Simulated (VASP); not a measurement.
Set up this calculation in VASP 6.6.1, as the native input.

```yaml
Task: single point
Functional: r2SCAN
Potentials_or_basis: VASP PAW PBE potentials, release 64 (Ag)
Cutoff: 520 eV
k_mesh: 18 × 18 × 10
Occupations: gaussian, width 0.15 eV
Spin: no spin polarisation
Dipole_correction: no
Further_INCAR_settings: ALGO = Normal; EDIFF = 1e-06; NBANDS = 18
```

Ag:

```
CELL_PARAMETERS angstrom
-1.65565 1.65565 1.65565
1.65565 -1.65565 1.65565
3.31131 3.31131 0.00000
ATOMIC_POSITIONS crystal
Ag 0.97865 0.02135 0.00000
Ag 0.52135 0.47865 0.50000
```

These files were run (other wordings do the same):

POSCAR

```
Ag
1.0
   -1.6556540000      1.6556540000      1.6556540000
    1.6556540000     -1.6556540000      1.6556540000
    3.3113080000      3.3113080000      0.0000000000
Ag
2
Direct
   -0.0213543041      0.0213543041      0.0000000000
    0.5213543041      0.4786456959      0.5000000000
```

INCAR.step1

```
  PREC = Accurate
  ENCUT = 520
  ISMEAR = 0
  SIGMA = 0.15
  LREAL = F
  LASPH = T
  NELM = 100
  NBANDS = 18
  GGA = PE
  ALGO = Normal
  EDIFF = 1E-4
  LWAVE = T
  LCHARG = F
```

INCAR.step2

```
  PREC = Accurate
  ENCUT = 520
  EDIFF = 1E-6
  ISMEAR = 0
  SIGMA = 0.15
  LREAL = F
  LASPH = T
  NELM = 100
  ALGO = Normal
  ISIF = 2
  LWAVE = F
  LCHARG = T
  METAGGA = R2SCAN
  LMIXTAU = T
  LELF = T
  LVHAR = T
  NBANDS = 18
  ISTART = 1
```

KPOINTS

```
Automatic mesh
0
Gamma
  18 18 10
```

Potentials or basis: VASP PAW PBE potentials, release 64 (Ag).

Command:

```bash
$ cat potpaw_PBE.64/Ag/POTCAR > POTCAR
$ cp INCAR.step1 INCAR
$ mpirun -np 1 vasp_std > vasp.out
$ cp INCAR.step2 INCAR
$ mpirun -np 1 vasp_std > vasp.out
```

It gave:

```
Pressure               : -3.6 GPa
Largest force          : 0.021 eV/Å
Band gap on the k mesh : zero (bands 11 and 12 overlap by 8.11 eV)
```

Caveat: the cell stands under tension; the PAW data sets were made with another functional, which shifts forces and pressure a little.

It took 25 min on 1 thread of Oxide Virtual Turin-like Processor, on a shared host, peak memory 0.36 GiB.
